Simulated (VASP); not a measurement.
**Al3Co4H: relaxation of the atoms with PBEsol**

The system is Al3Co4H, a slab with vacuum.

```
Co Al H
1.0
     2.82259    0.00000    0.00000
     0.00000    2.82259    0.00000
     0.00000    0.00000   27.46776
Co Al H
4 3 1
Direct
  0.50000 0.50000 0.30945
  0.50000 0.50000 0.41221
  0.50000 0.50000 0.51388
  0.50000 0.50000 0.61312
  0.00000 0.00000 0.36083
  0.00000 0.00000 0.46347
  0.00000 0.00000 0.56718
  0.50000 0.50000 0.67064
```

```json
{
  "Program": "VASP 6.6.1",
  "Task": "relaxation of the atoms",
  "Functional": "PBEsol",
  "Potentials or basis": "VASP PAW PBE potentials, release 64 (Co, Al, H)",
  "Cutoff": "520 eV",
  "k mesh": "10 × 10 × 1",
  "Occupations": "gaussian, width 0.1 eV",
  "Spin": "no spin polarisation",
  "Dipole correction": "yes",
  "Atoms held fixed (from 0)": "[0, 4, 1]",
  "Further INCAR settings": "ALGO = Normal; EDIFF = 1e-06; IBRION = 2; EDIFFG = -0.03; NSW = 90"
}
```

| Property | Result |
| --- | --- |
| Energy gained by relaxing | 13.5 meV/atom |
| Ionic steps | 15 |
| Band gap on the k mesh | zero (bands 23 and 24 overlap by 1.26 eV) |

The path:
```
step  energy change (eV)  largest force on free atoms (eV/Å)  pressure (GPa)
   1              0.0000                              1.8429           -1.84
   2             -0.0885                              0.5755           -1.82
   3             -0.0965                              0.1259           -1.86
   4             -0.0965                              0.1563           -1.84
   5             -0.0982                              0.1445           -1.89
   6             -0.1000                              0.1167           -1.97
   7             -0.1017                              0.0858           -2.07
   8             -0.1028                              0.1714           -2.19
   9             -0.1037                              0.1083           -2.22
  10             -0.1047                              0.1841           -2.30
  11             -0.1059                              0.1461           -2.34
  12             -0.1076                              0.0629           -2.48
  13             -0.1077                              0.0675           -2.52
  14             -0.1079                              0.0422           -2.53
  15             -0.1079                              0.0270           -2.53
```

Final structure:
```
Co Al H
1.0
     2.82259    0.00000    0.00000
     0.00000    2.82259    0.00000
     0.00000    0.00000   27.46776
Co Al H
4 3 1
Direct
  0.50000 0.50000 0.30945
  0.50000 0.50000 0.41221
  0.50000 0.50000 0.51480
  0.50000 0.50000 0.61898
  0.00000 0.00000 0.36083
  0.00000 0.00000 0.46414
  0.00000 0.00000 0.56896
  0.50000 0.50000 0.67282
```

Levels at points of the mesh, in eV from the Fermi level:
```csv
k point,band 22,band 23,band 24,band 25,band 26,band 27
"(0.00, 0.00, 0.00)",-0.25,-0.25,0.07,0.11,1.00,2.35
"(0.50, 0.00, 0.00)",-0.26,-0.18,-0.14,0.11,0.44,0.52
"(0.50, 0.50, 0.00)",0.56,0.92,0.92,2.18,2.77,2.77
```

It took 20 min on 1 thread of Intel(R) Xeon(R) 6975P-C (Granite Rapids) (shared host), peak memory 0.42 GiB.

Caveat: the PAW data sets were made with another functional, which shifts forces and pressure a little; the run has no spin polarisation, though such a crystal can be magnetic. Spin polarisation is off, so any magnetic state and its effect on volume and gap are missing.
